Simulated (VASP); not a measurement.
# Cu (Fm-3m) in VASP: further runs

Runs on Cu. Level: PBE. Tasks: single point, relaxation of cell and atoms.

Program: VASP 6.6.1. These are calculated values, not measurements. Logs are shortened: lines on timing, memory, paths and dates and some standing lists are left out, and cuts for length are marked.

## Step 1: The cell of the first run

Symmetry: Fm-3m, No. 225, cubic system. The conventional cell has a = 3.629 Å, b = 3.629 Å, c = 3.629 Å, α = 90.00°, β = 90.00°, γ = 90.00°. Within 3.4 Å of Cu (site symmetry m-3m) lie 12 Cu at 2.57 Å.

## Step 2: Single point, PBE

File INCAR:

```
PREC = Accurate
ENCUT = 600
EDIFF = 1E-6
ISMEAR = -1
SIGMA = 0.1
LREAL = False
LASPH = True
NELM = 120
ALGO = Normal
ISIF = 2
LWAVE = False
LCHARG = False
GGA = PE
NBANDS = 12
GGA_COMPAT = False
```

File KPOINTS:

```
regular mesh
0
Gamma
  19 19 19
```

File POSCAR:

```
Cu
1.0
    0.0000000000      1.8145933008      1.8145933008
    1.8145933008      0.0000000000      1.8145933008
    1.8145933008      1.8145933008      0.0000000000
Cu
1
Direct
    0.0000000000      0.0000000000      0.0000000000
```

Potentials or basis: VASP PAW PBE potentials, release 64 (Cu).

Started as:

```
> cat potpaw_PBE.64/Cu/POTCAR > POTCAR
> mpirun -np 1 vasp_std > vasp.out
```

OUTCAR:

```text
PREC = Accurate
   ENCUT = 600
   EDIFF = 1E-6
   ISMEAR = -1
   LREAL = False
   LASPH = True
   NELM = 120
   ISIF = 2
   GGA = PE

 ion  position               nearest neighbor table
   1  0.000  0.000  0.000-

  LATTYP: Found a face centered cubic cell.
 ALAT       =     3.6291866016

  Lattice vectors:

 A1 = (   0.0000000000,   1.8145933008,   1.8145933008)
 A2 = (   1.8145933008,   0.0000000000,   1.8145933008)
 A3 = (   1.8145933008,   1.8145933008,   0.0000000000)

Analysis of symmetry for initial positions (statically):
=====================================================================
 Subroutine PRICEL returns:
 Original cell was already a primitive cell.

 Routine SETGRP: Setting up the symmetry group for a
 face centered cubic supercell.

 Subroutine GETGRP returns: Found 48 space group operations
 (whereof 48 operations were pure point group operations)
 out of a pool of 48 trial point group operations.

The static configuration has the point symmetry O_h .

Analysis of symmetry for dynamics (positions and initial velocities):
=====================================================================
 Subroutine PRICEL returns:
 Original cell was already a primitive cell.

 Routine SETGRP: Setting up the symmetry group for a
 face centered cubic supercell.

 Subroutine GETGRP returns: Found 48 space group operations
 (whereof 48 operations were pure point group operations)
 out of a pool of 48 trial point group operations.

The dynamic configuration has the point symmetry O_h .

 Subroutine INISYM returns: Found 48 space group operations
 (whereof 48 operations are pure point group operations),
 and found     1 'primitive' translations

----------------------------------------------------------------------------------------

                                     Primitive cell

  volume of cell :      11.9500

  direct lattice vectors                    reciprocal lattice vectors
     0.000000000  1.814593301  1.814593301    -0.275543837  0.275543837  0.275543837
     1.814593301  0.000000000  1.814593301     0.275543837 -0.275543837  0.275543837
     1.814593301  1.814593301  0.000000000     0.275543837  0.275543837 -0.275543837

  length of vectors
     2.566222456  2.566222456  2.566222456     0.477255925  0.477255925  0.477255925

  position of ions in fractional coordinates (direct lattice)
     0.000000000  0.000000000  0.000000000

  ion indices of the primitive-cell ions
   primitive index   ion index
                 1           1

----------------------------------------------------------------------------------------

 KPOINTS: regular mesh

Automatic generation of k-mesh.
 Grid dimensions read from file:
 generate k-points for:   19   19   19

 Generating k-lattice:

  Cartesian coordinates                     Fractional coordinates (reciprocal lattice)
    -0.014502307  0.014502307  0.014502307     0.052631579  0.000000000  0.000000000
     0.014502307 -0.014502307  0.014502307     0.000000000  0.052631579  0.000000000
     0.014502307  0.014502307 -0.014502307     0.000000000  0.000000000  0.052631579

  Length of vectors
     0.025118733  0.025118733  0.025118733

  Shift w.r.t. Gamma in fractional coordinates (k-lattice)
     0.000000000  0.000000000  0.000000000

 Subroutine IBZKPT returns following result:
 ===========================================

 Found    220 irreducible k-points:

 Following reciprocal coordinates:
            Coordinates               Weight
  0.000000  0.000000  0.000000      1.000000
  0.052632  0.000000  0.000000      8.000000
  0.105263  0.000000  0.000000      8.000000
  0.157895  0.000000  0.000000      8.000000
  0.210526  0.000000  0.000000      8.000000
  0.263158  0.000000  0.000000      8.000000
[... 16 lines left out ...]
 -0.315789  0.052632  0.000000     24.000000
 -0.263158  0.052632  0.000000     24.000000
 [... further k-points ...]
   k-points           NKPTS =    220   k-points in BZ     NKDIM =    220   number of bands    NBANDS=     12
   number of dos      NEDOS =    301   number of ions     NIONS =      1
   total plane-waves  NPLWV =  13824
   dimension x,y,z NGX =    24 NGY =   24 NGZ =   24
   dimension x,y,z NGXF=    48 NGYF=   48 NGZF=   48
   ions per type =               1
   NGX,Y,Z   is equivalent  to a cutoff of  15.55, 15.55, 15.55 a.u.
   NGXF,Y,Z  is equivalent  to a cutoff of  31.10, 31.10, 31.10 a.u.
 SYSTEM =  unknown system
   PREC   = accura    normal or accurate (medium, high low for compatibility)
   ISTART =      0    job   : 0-new  1-cont  2-samecut
   ICHARG =      2    charge: 1-file 2-atom 10-const
   ISPIN  =      1    spin polarized calculation?
   LNONCOLLINEAR =      F non collinear calculations
   LSORBIT =      F    spin-orbit coupling
   LASPH  =      T    aspherical Exc in radial PAW
   ENCUT  =  600.0 eV  44.10 Ry    6.64 a.u.   5.13  5.13  5.13*2*pi/ulx,y,z
   NELM   =    120;   NELMIN=  2; NELMDL= -5     # of ELM steps
   EDIFF  = 0.1E-05   stopping-criterion for ELM
   LREAL  =      F    real-space projection
   EDIFFG = 0.1E-04   stopping-criterion for IOM
   NSW    =      0    number of steps for IOM
   IBRION =     -1    ionic relax: 0-MD 1-quasi-New 2-CG
   NFREE  =      0    steps in history (QN), initial steepest desc. (CG)
   ISIF   =      2    stress and relaxation
   ISYM   =      2    0-nonsym 1-usesym 2-fastsym
   POTIM  = 0.5000    time-step for ionic-motion
   TEBEG  =    0.0;   TEEND  =   0.0 temperature during run
   PSTRESS=    0.0 pullay stress
   NELECT =      11.0000    total number of electrons
   NUPDOWN=      -1.0000    fix difference up-down
   EMIN   =  10.00;   EMAX   =-10.00  energy-range for DOS
   EFERMI =   0.00;   METHOD = LEGACY
   ISMEAR =    -1;   SIGMA  =   0.10  broadening in eV -4-tet -1-fermi 0-gaus
   EFERMI_NEDOS =   21; number of points for ismear=-14 and -15
   IALGO  =     38    algorithm
   IMIX   =      4    mixing-type and parameters
     AMIX     =   0.40;   BMIX     =  1.00
     AMIX_MAG =   1.60;   BMIX_MAG =  1.00
  volume/ion in A,a.u.               =      11.95        80.64
  Fermi-wavevector in a.u.,A,eV,Ry     =   1.592513  3.009414 34.505720  2.536099
  Thomas-Fermi vector in A             =   2.690887
   LORBIT       =      0    0 simple, 1 ext, 2 COOP (PROOUT), +10 PAW based schemes
   GGA     = PE    functional components
   LHFCALC =     F    Hartree Fock is set to
   AEXX    =    0.0000 exact exchange contribution
   IVDW    =     0    specifies the selected vdW correction
   LEPSILON=     F    determine dielectric tensor
   LRPA    =     F    only Hartree local field effects (RPA)
 non-spin polarized calculation
  energy-cutoff  :      600.00
  volume of cell :       11.95
 maximum number of plane-waves:       415
 NGX is ok and might be reduce to    24
   NGX = 11   NGY = 11   NGZ = 11

 number of electron      10.9999998 magnetization

 Free energy of the ion-electron system (eV)
  ---------------------------------------------------
  ext. energy  EPLUGINS =         0.00000000
  ---------------------------------------------------
  free energy    TOTEN  =        -3.73173381 eV

  energy without entropy =       -3.72062683  energy(sigma->0) =       -3.72618032

 E-fermi :   7.4766     XC(G=0): -12.6586

 val. band max:        7.4655448263   @ k =  -0.3684   0.1579   0.0000
 cond. band min:       7.4939603331   @ k =  -0.3684   0.1579   0.0526
 fundamental gap:      0.0284155068
 Fermi energy:         7.4766212073

 k-point     1 :       0.0000    0.0000    0.0000
  band No.  band energies     occupation
      1      -1.8217      2.00000
      2       4.4437      2.00000
      3       4.4437      2.00000
      4       4.4437      2.00000
      5       5.2504      2.00000
      6       5.2504      2.00000
      7      29.9404      0.00000
      8      32.4934      0.00000
      9      32.4934      0.00000
     10      32.4934      0.00000
     11      34.9751      0.00000
     12      34.9751      0.00000

 k-point     2 :       0.0526    0.0000    0.0000
  band No.  band energies     occupation
      1      -1.7216      2.00000
      2       4.4226      2.00000
      3       4.4627      2.00000
      4       4.4627      2.00000
      5       5.2429      2.00000
      6       5.2429      2.00000
      7      29.3627      0.00000
      8      31.2186      0.00000
      9      32.1599      0.00000
     10      32.1599      0.00000
     11      35.4523      0.00000
     12      35.4523      0.00000

 k-point     3 :       0.1053    0.0000    0.0000
  band No.  band energies     occupation
      1      -1.4240      2.00000
      2       4.3647      2.00000
      3       4.5126      2.00000
      4       4.5126      2.00000
      5       5.2267      2.00000
      6       5.2267      2.00000
      7      27.1251      0.00000
      8      30.6299      0.00000
      9      31.5319      0.00000
     10      31.5319      0.00000
     11      36.4728      0.00000
     12      36.4728      0.00000
[... 286 lines left out ...]
 k-point    23 :      -0.3158    0.0526    0.0000
  band No.  band energies     occupation
      1       1.5927      2.00000
      2       4.3737      2.00000
      3       4.5075      2.00000
      4       4.5473      2.00000
      5       5.4590      2.00000
      6       5.7205      2.00000
      7      16.0406      0.00000
      8      27.0033      0.00000
      9      29.8521      0.00000
     10      30.8964      0.00000
     11      32.9748      0.00000
     12      34.7672      0.00000

 k-point    24 :      -0.2632    0.0526    0.0000
  band No.  band energies     occupation
      1       0.8315      2.00000
      2       4.1835      2.00000
      3       4.5664      2.00000
      4       4.6038      2.00000
      5       5.3053      2.00000
      6       5.5453      2.00000
      7      18.4012      0.00000
      8      27.1768      0.00000
      9      30.4549      0.00000
     10      31.5136      0.00000
     11      33.7472      0.00000
     12      35.0959      0.00000

 [... further k-points ...]
[... 5 lines left out ...]
  --------------------------------------------------------------------------------------
  -------------------------------------------------------------------------------------
  Total        0.0482664      0.0482664      0.0482664     -0.0000000     -0.0000000     -0.0000000
  in kB        6.4712476      6.4712476      6.4712476     -0.0000000     -0.0000000     -0.0000000
  external PRESSURE =       6.4712476 kB  Pullay stress =       0.0000000 kB

 VOLUME and BASIS-vectors are now :
 -----------------------------------------------------------------------------
  energy-cutoff  :      600.00
  volume of cell :       11.95
      direct lattice vectors                 reciprocal lattice vectors
     0.000000000  1.814593301  1.814593301    -0.275543837  0.275543837  0.275543837
     1.814593301  0.000000000  1.814593301     0.275543837 -0.275543837  0.275543837
     1.814593301  1.814593301  0.000000000     0.275543837  0.275543837 -0.275543837

 POSITION                                       TOTAL-FORCE (eV/Angst)
 -----------------------------------------------------------------------------------
      0.00000      0.00000      0.00000        -0.000000      0.000000      0.000000
 -----------------------------------------------------------------------------------
    total drift:                               -0.000000      0.000000     -0.000000

  FREE ENERGIE OF THE ION-ELECTRON SYSTEM (eV)
  ---------------------------------------------------
  free  energy   TOTEN  =        -3.7317338053 eV

  energy  without entropy=       -3.7206268331  energy(sigma->0) =       -3.72618032
```

It took 27 s on 1 thread of Intel Xeon Platinum 8488C (Sapphire Rapids), shared host; peak memory 0.16 GiB.

What came out:

```
Free energy : -3.7317 eV
Pressure    : 0.6 GPa
```

[end of part 1 of 2]
